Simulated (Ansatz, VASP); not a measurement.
Sc2GaN3 in VASP and in Ansatz

```
Sc Ga N
1.0
    -2.60186    2.60186    3.98999
     2.60186   -2.60186    3.98999
     2.60186    2.60186   -3.98999
Sc Ga N
2 1 3
Direct
  0.50000 0.00000 0.50000
  0.00000 0.50000 0.50000
  0.00000 0.00000 0.00000
  0.75000 0.25000 0.50000
  0.25000 0.75000 0.50000
  0.50000 0.50000 0.00000
```

Alike in both runs: functional PBE; k mesh 3 × 3 × 3; occupations gaussian, width 0.15 eV; no spin polarisation.

Ansatz relaxed the structure, and its values are those at the end. VASP's run is a single point on that final structure, the one shown.

```csv
,VASP,Ansatz
version,VASP 6.6.1,Ansatz 0.2.0
potentials or method,"VASP PAW PBE potentials, release 64 (Sc_sv, Ga_d, N), cutoff 600 eV","scalar-relativistic, plane waves, PAW"
valence electrons in the cell,50,50
```

|  | VASP | Ansatz | Ansatz less VASP |
| --- | --- | --- | --- |
| gap on the k mesh at the Fermi level (eV) | none | none | - |
| pressure (GPa) | 0.3 | 0.0 | -0.24 |

A gap of «none» marks a metal or a gap that the smearing closes.

The k mesh is coarse, so the values compare programs but aren't converged.
